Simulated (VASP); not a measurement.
# Si3N4 in VASP: notebook, part 2 of 2

VASP 6.6.1.

### 3 Single point, PBE

INCAR

```
  PREC = Accurate
  ENCUT = 520
  EDIFF = 1E-6
  ISMEAR = 0
  SIGMA = 0.1
  LREAL = False
  LASPH = True
  NELM = 80
  ALGO = Normal
  ISIF = 2
  LWAVE = False
  LCHARG = False
  GGA = PE
  NBANDS = 45
```

KPOINTS

```
Automatic mesh
0
Gamma
  6 6 6
```

POSCAR

```
Si3N4
1.0
   -2.7532519611      2.7532519611      3.8952573599
    2.7532519611     -2.7532519611      3.8952573599
    2.7532519611      2.7532519611     -3.8952573599
Si N
6 8
Direct
    0.0000000000      0.0000000000      0.0000000000
    0.7500000000      0.2500000000      0.5000000000
    0.8750000000      0.6250000000      0.2500000000
    0.3750000000      0.6250000000      0.2500000000
    0.3750000000      0.6250000000      0.7500000000
    0.3750000000      0.1250000000      0.7500000000
    0.6175910160      0.3824665811      0.2351244349
    0.1324665811      0.3973421462      0.2648755651
    0.1473421462      0.3824665811      0.7648755651
    0.1324665811      0.8675910160      0.7351244349
    0.1324089840      0.8675334189      0.2648755651
    0.6175334189      0.3824089840      0.7648755651
    0.6026578538      0.8675334189      0.7351244349
    0.6175334189      0.8526578538      0.2351244349
```

Potentials or basis: VASP PAW PBE potentials, release 64 (Si, N).

Started as:

```bash
$ cat potpaw_PBE.64/Si/POTCAR potpaw_PBE.64/N/POTCAR > POTCAR
$ mpirun -np 1 vasp_std > vasp.out
```

OUTCAR:

```text
PREC = Accurate
   ENCUT = 520
   EDIFF = 1E-6
   ISMEAR = 0
   LREAL = False
   LASPH = True
   NELM = 80
   ISIF = 2
   GGA = PE

 ion  position               nearest neighbor table
   1  0.000  0.000  0.000-  10 1.79  11 1.79   8 1.79  13 1.79
   2  0.750  0.250  0.500-   7 1.79  12 1.79   9 1.79  14 1.79
   3  0.875  0.625  0.250-   8 1.89  14 1.89  12 1.89  10 1.89   7 1.89  11 1.89   5 2.75   5 2.75
                             6 2.75   4 2.75   4 2.75   6 2.75
   4  0.375  0.625  0.250-   7 1.89  11 1.89   9 1.89  13 1.89   8 1.89  14 1.89   6 2.75   6 2.75
                             3 2.75   5 2.75   5 2.75   3 2.75
   5  0.375  0.625  0.750-  10 1.89  12 1.89   8 1.89  14 1.89  13 1.89   9 1.89   3 2.75   3 2.75
                             6 2.75   4 2.75   6 2.75   4 2.75
   6  0.375  0.125  0.750-   9 1.89  13 1.89  11 1.89   7 1.89  12 1.89  10 1.89   4 2.75   4 2.75
                             5 2.75   5 2.75   3 2.75   3 2.75
   7  0.618  0.382  0.235-   2 1.79   4 1.89   6 1.89   3 1.89
   8  0.132  0.397  0.265-   1 1.79   3 1.89   5 1.89   4 1.89
   9  0.147  0.382  0.765-   2 1.79   6 1.89   4 1.89   5 1.89
  10  0.132  0.868  0.735-   1 1.79   3 1.89   5 1.89   6 1.89
  11  0.132  0.868  0.265-   1 1.79   4 1.89   6 1.89   3 1.89
  12  0.618  0.382  0.765-   2 1.79   3 1.89   5 1.89   6 1.89
  13  0.603  0.868  0.735-   1 1.79   6 1.89   4 1.89   5 1.89
  14  0.618  0.853  0.235-   2 1.79   3 1.89   5 1.89   4 1.89

  LATTYP: Found a body centered tetragonal cell.
 ALAT       =     5.5065039222
 C/A-ratio  =     1.4147841952

  Lattice vectors:

 A1 = (  -2.7532519611,   2.7532519611,   3.8952573599)
 A2 = (   2.7532519611,  -2.7532519611,   3.8952573599)
 A3 = (   2.7532519611,   2.7532519611,  -3.8952573599)

Analysis of symmetry for initial positions (statically):
=====================================================================
 Subroutine PRICEL returns:
 Original cell was already a primitive cell.

 Routine SETGRP: Setting up the symmetry group for a
 body centered tetragonal supercell.

 Subroutine GETGRP returns: Found 16 space group operations
 (whereof  8 operations were pure point group operations)
 out of a pool of 16 trial point group operations.

The static configuration has the point symmetry D_2d.
 The point group associated with its full space group is D_4h.

Analysis of symmetry for dynamics (positions and initial velocities):
=====================================================================
 Subroutine PRICEL returns:
 Original cell was already a primitive cell.

 Routine SETGRP: Setting up the symmetry group for a
 body centered tetragonal supercell.

 Subroutine GETGRP returns: Found 16 space group operations
 (whereof  8 operations were pure point group operations)
 out of a pool of 16 trial point group operations.

The dynamic configuration has the point symmetry D_2d.
 The point group associated with its full space group is D_4h.

 Subroutine INISYM returns: Found 16 space group operations
 (whereof  8 operations are pure point group operations),
 and found     1 'primitive' translations

----------------------------------------------------------------------------------------

                                     Primitive cell

  volume of cell :     118.1104

  direct lattice vectors                    reciprocal lattice vectors
[... 101 lines left out ...]
 SYSTEM =  unknown system
   PREC   = accura    normal or accurate (medium, high low for compatibility)
   ISTART =      0    job   : 0-new  1-cont  2-samecut
   ICHARG =      2    charge: 1-file 2-atom 10-const
   ISPIN  =      1    spin polarized calculation?
   LNONCOLLINEAR =      F non collinear calculations
   LSORBIT =      F    spin-orbit coupling
   LASPH  =      T    aspherical Exc in radial PAW
   ENCUT  =  520.0 eV  38.22 Ry    6.18 a.u.  10.24 10.24 10.24*2*pi/ulx,y,z
   NELM   =     80;   NELMIN=  2; NELMDL= -5     # of ELM steps
   EDIFF  = 0.1E-05   stopping-criterion for ELM
   LREAL  =      F    real-space projection
   EDIFFG = 0.1E-04   stopping-criterion for IOM
   NSW    =      0    number of steps for IOM
   IBRION =     -1    ionic relax: 0-MD 1-quasi-New 2-CG
   NFREE  =      0    steps in history (QN), initial steepest desc. (CG)
   ISIF   =      2    stress and relaxation
   ISYM   =      2    0-nonsym 1-usesym 2-fastsym
   POTIM  = 0.5000    time-step for ionic-motion
   TEBEG  =    0.0;   TEEND  =   0.0 temperature during run
   PSTRESS=    0.0 pullay stress
   NELECT =      64.0000    total number of electrons
   NUPDOWN=      -1.0000    fix difference up-down
   EMIN   =  10.00;   EMAX   =-10.00  energy-range for DOS
   EFERMI =   0.00;   METHOD = LEGACY
   ISMEAR =     0;   SIGMA  =   0.10  broadening in eV -4-tet -1-fermi 0-gaus
   EFERMI_NEDOS =   21; number of points for ismear=-14 and -15
   IALGO  =     38    algorithm
   IMIX   =      4    mixing-type and parameters
     AMIX     =   0.40;   BMIX     =  1.00
     AMIX_MAG =   1.60;   BMIX_MAG =  1.00
  volume/ion in A,a.u.               =       8.44        56.93
  Fermi-wavevector in a.u.,A,eV,Ry     =   1.334665  2.522150 24.236460  1.781330
  Thomas-Fermi vector in A             =   2.463429
   LORBIT       =      0    0 simple, 1 ext, 2 COOP (PROOUT), +10 PAW based schemes
   GGA     = PE    functional components
   LHFCALC =     F    Hartree Fock is set to
   AEXX    =    0.0000 exact exchange contribution
   IVDW    =     0    specifies the selected vdW correction
   LEPSILON=     F    determine dielectric tensor
   LRPA    =     F    only Hartree local field effects (RPA)
 non-spin polarized calculation
 Gauss-broadening in eV      SIGMA  =   0.10
  energy-cutoff  :      520.00
  volume of cell :      118.11
 maximum number of plane-waves:      3218
 NGX is ok and might be reduce to    42
   NGX = 21   NGY = 21   NGZ = 21

 number of electron      64.0000005 magnetization

 Free energy of the ion-electron system (eV)
  ---------------------------------------------------
  ext. energy  EPLUGINS =         0.00000000
  ---------------------------------------------------
  free energy    TOTEN  =      -112.48430926 eV

  energy without entropy =     -112.48430926  energy(sigma->0) =     -112.48430926

 E-fermi :   9.5900     XC(G=0): -12.2173

 val. band max:        9.0940554468   @ k =   0.1667   0.1667  -0.0000
 cond. band min:      12.4243326412   @ k =   0.0000   0.0000   0.0000
 fundamental gap:      3.3302771944
 Fermi energy:         9.5900215298

 k-point     1 :       0.0000    0.0000    0.0000
  band No.  band energies     occupation
      1      -9.6662      2.00000
      2      -6.3955      2.00000
      3      -5.4747      2.00000
      4      -5.4746      2.00000
      5      -5.4746      2.00000
      6      -4.5165      2.00000
[... 1117 lines left out ...]
     43      18.3403      0.00000
     44      18.6412      0.00000

 [... further k-points ...]

 [bands above 44 left out]

------------------------ aborting loop because EDIFF is reached ----------------------------------------

  FORCE on cell =-STRESS in cart. coord.  units (eV):
  Direction    XX          YY          ZZ          XY          YZ          ZX
  --------------------------------------------------------------------------------------
  -------------------------------------------------------------------------------------
  Total       -0.0390298     -0.0390298     -0.1370316      0.0000000      0.0000000      0.0000000
  in kB       -0.5294431     -0.5294431     -1.8588453      0.0000000      0.0000000      0.0000000
  external PRESSURE =      -0.9725772 kB  Pullay stress =       0.0000000 kB

 VOLUME and BASIS-vectors are now :
 -----------------------------------------------------------------------------
  energy-cutoff  :      520.00
  volume of cell :      118.11
      direct lattice vectors                 reciprocal lattice vectors
    -2.753251961  2.753251961  3.895257360     0.000000000  0.181603430  0.128361223
     2.753251961 -2.753251961  3.895257360     0.181603430  0.000000000  0.128361223
     2.753251961  2.753251961 -3.895257360     0.181603430  0.181603430  0.000000000

 POSITION                                       TOTAL-FORCE (eV/Angst)
 -----------------------------------------------------------------------------------
      0.00000      0.00000      0.00000        -0.000000      0.000000      0.000000
      0.00000      2.75325      1.94763        -0.000000      0.000000      0.000000
     -0.00000      1.37663      4.86907        -0.000000      0.000000      0.000000
      1.37663      0.00000      2.92144        -0.000000      0.000000      0.000000
      2.75325      1.37663      0.97381        -0.000000      0.000000      0.000000
      1.37663      2.75325     -0.97381        -0.000000      0.000000      0.000000
     -0.00000      1.29471      2.97961        -0.000000      0.001436     -0.001168
      1.45854     -0.00000      1.03198        -0.001436      0.000000     -0.001168
      2.75325      1.45854     -0.91565        -0.000000     -0.001436     -0.001168
      4.04797      0.00000      1.03198         0.001436     -0.000000     -0.001168
      2.75325     -1.29471      2.86327        -0.000000     -0.001436      0.001168
      1.45854      2.75325      0.91565        -0.001436      0.000000      0.001168
      2.75325      1.29471      2.86327        -0.000000      0.001436      0.001168
      1.29471      0.00000      4.81090         0.001436     -0.000000      0.001168
 -----------------------------------------------------------------------------------
    total drift:                                0.000000      0.000000      0.000000

  FREE ENERGIE OF THE ION-ELECTRON SYSTEM (eV)
  ---------------------------------------------------
  free  energy   TOTEN  =      -112.4843092579 eV

  energy  without entropy=     -112.4843092579  energy(sigma->0) =     -112.48430926
```

Wall time 2.1 min (1 thread of Intel Xeon Platinum 8488C (Sapphire Rapids), shared host); peak memory 0.31 GiB.

What came out:

```yaml
Free_energy: -112.4843 eV
Pressure: -0.1 GPa
Band_gap_on_the_k_mesh: 3.33 eV, indirect (least direct gap 3.37 eV)
```

Stress tensor (GPa, compression positive):
```
-0.05  0.00  0.00
 0.00 -0.05  0.00
 0.00  0.00 -0.19
```

Levels at points of the mesh, in eV from the valence-band top:
```csv
k point,band 28,band 29,band 30,band 31,band 32,band 33,band 34,band 35,band 36,band 37
"(0.00, 0.00, 0.00)",-0.16,-0.16,-0.04,-0.04,-0.04,3.33,3.33,3.34,4.88,5.96
"(0.50, 0.00, 0.00)",-0.80,-0.47,-0.47,-0.34,-0.33,4.92,5.76,5.76,6.23,6.75
"(0.50, 0.50, 0.00)",-1.66,-1.10,-1.10,-0.43,-0.43,6.62,6.62,6.94,6.94,7.73
"(0.50, 0.50, 0.50)",-1.66,-1.10,-1.10,-0.42,-0.42,6.62,6.62,6.94,6.94,7.73
```

A k mesh can miss the band edges.

### 4 Relaxation of cell and atoms, PBE

INCAR

```
  PREC = Accurate
  ENCUT = 600
  EDIFF = 1E-7
  ISMEAR = 0
  SIGMA = 0.02
  LREAL = False
  LASPH = True
  NELM = 80
  ALGO = Normal
  ISIF = 3
  LWAVE = False
  LCHARG = False
  GGA = PE
  IBRION = 2
  NSW = 100
  EDIFFG = -0.01
```

KPOINTS is that of step 3.

POSCAR

```
Si3N4
1.0
    0.0000000000      3.8942099627      3.8942099627
    3.8942099627      0.0000000000      3.8942099627
    3.8942099627      3.8942099627      0.0000000000
Si N
6 8
Direct
    0.7500000000      0.7500000000      0.7500000000
    0.5000000000      0.5000000000      0.5000000000
    0.6250000000      0.1250000000      0.1250000000
    0.1250000000      0.1250000000      0.6250000000
    0.1250000000      0.6250000000      0.1250000000
    0.1250000000      0.1250000000      0.1250000000
    0.3675526179      0.8973421462      0.3675526179
    0.8824473821      0.8824473821      0.8824473821
    0.8973421462      0.3675526179      0.3675526179
    0.8824473821      0.8824473821      0.3526578538
    0.8824473821      0.3526578538      0.8824473821
    0.3675526179      0.3675526179      0.8973421462
    0.3526578538      0.8824473821      0.8824473821
    0.3675526179      0.3675526179      0.3675526179
```

Started as:

```bash
$ cat potpaw_PBE.64/Si/POTCAR potpaw_PBE.64/N/POTCAR > POTCAR
$ mpirun -np 1 vasp_std > vasp.out
```

Wall time 3.3 min (1 thread of Intel Xeon Platinum 8488C (Sapphire Rapids), shared host); peak memory 0.35 GiB.

It converged, with:

```yaml
Free_energy: -112.4971 eV
Relaxed_volume: 8.43 Å³/atom
Relaxed_cell: a = 5.506 Å, b = 5.506 Å, c = 5.506 Å, α = 60.00°, β = 60.00°, γ = 60.00°
Space_group_after_relaxing_to_0.05_Å: Fd-3m (No. 227)
Energy_gained_by_relaxing: 0.0 meV/atom
Ionic_steps: 3
Pressure_after_relaxing: 0.0 GPa
Band_gap_on_the_k_mesh: 3.34 eV, indirect (least direct gap 3.38 eV)
```

Forces in eV/Å, atoms in the order of the input:
```
Si   0.000  0.000  0.000
Si   0.000  0.000  0.000
Si   0.000  0.000  0.000
Si   0.000  0.000  0.000
Si   0.000  0.000  0.000
Si   0.000  0.000  0.000
N   -0.002  0.002 -0.002
N   -0.002 -0.002 -0.002
N    0.002 -0.002 -0.002
N    0.002  0.002 -0.002
N    0.002 -0.002  0.002
N   -0.002 -0.002  0.002
N   -0.002  0.002  0.002
N    0.002  0.002  0.002
```

Final structure:
```
Si N
1.0
     0.00000    3.89319    3.89319
     3.89319    0.00000    3.89319
     3.89319    3.89319    0.00000
Si N
6 8
Direct
  0.75000 0.75000 0.75000
  0.50000 0.50000 0.50000
  0.62500 0.12500 0.12500
  0.12500 0.12500 0.62500
  0.12500 0.62500 0.12500
  0.12500 0.12500 0.12500
  0.36755 0.89734 0.36755
  0.88245 0.88245 0.88245
  0.89734 0.36755 0.36755
  0.88245 0.88245 0.35266
  0.88245 0.35266 0.88245
  0.36755 0.36755 0.89734
  0.35266 0.88245 0.88245
  0.36755 0.36755 0.36755
```

Levels at points of the mesh, in eV from the valence-band top:
| k point | band 29 | band 30 | band 31 | band 32 | band 33 | band 34 | band 35 | band 36 |
| --- | --- | --- | --- | --- | --- | --- | --- | --- |
| (0.00, 0.00, 0.00) | -0.16 | -0.04 | -0.04 | -0.04 | 3.34 | 3.34 | 3.34 | 4.88 |
| (0.50, 0.00, 0.00) | -0.47 | -0.47 | -0.34 | -0.34 | 4.92 | 5.76 | 5.76 | 6.23 |
| (0.50, 0.50, 0.00) | -1.10 | -1.10 | -0.43 | -0.43 | 6.63 | 6.63 | 6.94 | 6.94 |

A k mesh can miss the band edges. Expect the measured gap to be larger: semilocal functionals such as PBE lack the derivative discontinuity.

### 5 Summary

| task | cell | cutoff (eV) | smearing | gap on the mesh (eV) | pressure (GPa) |
| --- | --- | --- | --- | --- | --- |
| single point | a = 5.508 Å, angles 60.0°, 14 atoms | 520 | gaussian 0.02 eV | 3.33 | -0.1 |
| single point | a = 5.508 Å, angles 120.0, 120.0, 90.0°, 14 atoms | 520 | gaussian 0.1 eV | 3.33 | -0.1 |
| relaxation of cell and atoms | relaxed from a = 5.507 Å, angles 60.0°, 14 atoms | 600 | gaussian 0.02 eV | 3.34 | 0.0 |

Alike in all rows: level PBE; potentials or basis VASP PAW PBE potentials, release 64 (Si, N); no spin polarisation; k mesh 6 × 6 × 6.

Absolute energies hang on the potentials; compare differences alone.
